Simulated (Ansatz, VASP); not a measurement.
## One calculation of Sb, two programs

The input INCAR:

```
SYSTEM = Sb
  PREC = Accurate
  ENCUT = 520
  EDIFF = 1E-6
  ISMEAR = 0
  SIGMA = 0.019000000000000003
  LREAL = .False.
  LASPH = .True.
  NELM = 100
  ALGO = Normal
  ISIF = 2
  LWAVE = .False.
  LCHARG = .False.
  GGA = PE
  NBANDS = 12
```

File KPOINTS:

```
Automatic mesh
0
Gamma
  8 8 8
  0 0 0
```

POSCAR

```
Sb
1.0
    2.1542000000      1.2437279499      3.7580000000
   -2.1542000000      1.2437279499      3.7580000000
    0.0000000000     -2.4874558998      3.7580000000
Sb
2
Direct
    0.7665100000      0.7665100000      0.7665100000
    0.2334900000      0.2334900000      0.2334900000
```

File input.yaml:

```yaml
crystal:
  lattice:
    - [2.1542, 1.2437279499, 3.758]
    - [-2.1542, 1.2437279499, 3.758]
    - [0.0, -2.4874558998, 3.758]
  atoms:
    - { symbol: Sb, position: [0.76651, 0.76651, 0.76651] }
    - { symbol: Sb, position: [0.23349, 0.23349, 0.23349] }
kpoints:
  mp_grid: { grid: [8, 8, 8] }
scf:
  occupations: { method: gaussian, width: 0.019 }
hamiltonian:
  xc: pbe
  pseudopotentials: { kind: all_electron, lapw: { basis_error: 0.001 } }
output:
  forces: true
  stress: true
  eigenvalues: true
```

Alike in both runs: task single point; functional PBE; k mesh 8 × 8 × 8; occupations gaussian, width 0.019 eV; no spin polarisation.

|  | VASP | Ansatz |
| --- | --- | --- |
| version | VASP 6.6.1 | Ansatz 0.2.0 |
| potentials or method | VASP PAW PBE potentials, release 64 (Sb), cutoff 520 eV | all-electron LAPW, scalar-relativistic |

```tsv
	VASP	Ansatz	Ansatz less VASP
gap on the k mesh at the Fermi level (eV)	none	none	-
pressure (GPa)	2.8	2.7	-0.07
traceless stress, the component that is largest in VASP (GPa)	-0.50	-0.47	+0.024
rms of the force components (eV/Å)	0.107	0.081	-0.0252
```

Atom by atom the forces differ by 0.025 eV/Å (rms over components). A gap of «none» marks a metal or a gap that the smearing closes. Ansatz ran all-electron here, and VASP with PAW potentials.

Spin-orbit coupling is off throughout.
